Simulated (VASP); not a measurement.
Crystal: Cu.

```xyz
1
Lattice="-1.4428 1.4428 1.3761 1.4428 -1.4428 1.3761 1.4428 1.4428 -1.3761" Properties=species:S:1:pos:R:3 pbc="T T T"
Cu    0.0000    0.0000    0.0000
```

Base run:

| Property | Result |
| --- | --- |
| Program | VASP 6.6.1 |
| Functional | PBEsol |
| Potentials or basis | VASP PAW PBE potentials, release 64 (Cu) |
| Cutoff | 520 eV |
| k mesh | 15 × 15 × 15 |
| Occupations | fermi-dirac, width 0.5 eV |
| Spin | no spin polarisation |

Its results: band gap on the k mesh zero (an odd number of electrons rules out a gap without spin polarisation); pressure 1.4 GPa.

Q: The run is repeated on the same cell with these changes: occupations from fermi-dirac, width 0.5 eV to fermi-dirac, width 0.3 eV. What comes out?

A: Band gap on the k mesh zero (an odd number of electrons rules out a gap without spin polarisation); pressure -0.2 GPa.

Caveats: so wide a smearing shifts energies and pressures; the PAW data sets were made with another functional, which shifts forces and pressure a little.
